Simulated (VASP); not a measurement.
## CoO: single point with PBEsol+U

CoO:

```
Co O
1.0
     1.64385    0.94908    5.26632
    -1.64385    0.94908    5.26632
     0.00000   -1.89816    5.26632
Co O
2 2
Cartesian
  0.0000 0.0000 15.7909
  0.0000 0.0000 7.8914
  0.0000 0.0000 5.9325
  0.0000 0.0000 13.8325
```

```json
{"Program": "VASP 6.6.1", "Task": "single point", "Functional": "PBEsol", "Potentials or basis": "VASP PAW PBE potentials, release 64 (Co, O)", "Cutoff": "520 eV", "k mesh": "8 × 8 × 8", "Occupations": "methfessel-paxton, width 0.1 eV", "Spin": "collinear spin, antiferromagnetic start", "Starting moments": "[1.8, -1.8, 0.0, 0.0] μB", "Hubbard terms": "Co d U = 4.5 eV", "Dipole correction": "no", "Further INCAR settings": "ALGO = Normal; EDIFF = 1e-06; NBANDS = 27"}
```

```yaml
Pressure: -7.6 GPa
Largest_force: 0.095 eV/Å
Band_gap_on_the_k_mesh: 1.18 eV
Net_moment: 0.00 μB per cell
Site_moments: Co +2.69, -2.69; O +0.07, -0.07 μB
Valence_electrons_inside_the_program's_atomic_spheres: Co 7.90; O 4.98
```

Forces on the atoms (eV/Å):
```
Co   0.000  0.000  0.092
Co   0.000  0.000  0.091
O    0.000  0.000 -0.088
O    0.000  0.000 -0.095
```

Stress tensor (GPa, compression positive):
```
-8.28  0.00  0.00
 0.00 -8.28  0.00
 0.00  0.00 -6.35
```

Levels at points of the mesh, in eV from the valence-band top:
Spin up:
| k point | band 11 | band 12 | band 13 | band 14 | band 15 | band 16 | band 17 | band 18 | band 19 | band 20 |
| --- | --- | --- | --- | --- | --- | --- | --- | --- | --- | --- |
| (0.00, 0.00, 0.00) | -1.45 | -1.45 | -1.20 | -0.16 | -0.16 | 1.18 | 3.84 | 4.40 | 4.40 | 6.46 |
| (0.50, 0.00, 0.00) | -2.81 | -1.90 | -1.52 | -0.82 | -0.46 | 2.69 | 3.10 | 3.79 | 6.63 | 7.01 |
| (0.50, 0.50, 0.00) | -2.43 | -1.83 | -1.46 | -0.73 | -0.73 | 2.53 | 3.41 | 3.83 | 6.36 | 6.54 |
| (0.50, 0.50, 0.50) | -1.65 | -1.65 | -1.65 | 0.00 | 0.00 | 3.12 | 3.51 | 4.39 | 4.39 | 4.46 |
Spin down:
| k point | band 12 | band 13 | band 14 | band 15 | band 16 | band 17 | band 18 | band 19 |
| --- | --- | --- | --- | --- | --- | --- | --- | --- |
| (0.00, 0.00, 0.00) | -1.45 | -1.20 | -0.16 | -0.16 | 1.18 | 3.84 | 4.40 | 4.40 |
| (0.50, 0.00, 0.00) | -1.90 | -1.53 | -0.82 | -0.46 | 2.69 | 3.10 | 3.79 | 6.63 |
| (0.50, 0.50, 0.00) | -1.83 | -1.46 | -0.73 | -0.73 | 2.53 | 3.41 | 3.83 | 6.36 |
| (0.50, 0.50, 0.50) | -1.65 | -1.65 | 0.00 | 0.00 | 3.12 | 3.51 | 4.39 | 4.39 |

Eigenvalues of the final occupation matrices:
| site | spin | trace | eigenvalues |
| --- | --- | --- | --- |
| site 1 d | 1 | 4.90 | 0.97 0.97 0.98 0.99 0.99 |
| site 1 d | 2 | 2.27 | 0.11 0.11 0.13 0.96 0.96 |
| site 2 d | 1 | 2.27 | 0.11 0.11 0.13 0.96 0.96 |
| site 2 d | 2 | 4.90 | 0.97 0.97 0.98 0.99 0.99 |

Run time: 8 min on 1 thread of Intel(R) Xeon(R) Platinum 8259CL CPU @ 2.50GHz (Skylake/Cascade Lake) (shared host), peak memory 0.38 GiB.

Caveat: the cell stands under tension; the PAW data sets were made with another functional, which shifts forces and pressure a little. The state reached can hang on the start; a lower one may exist.
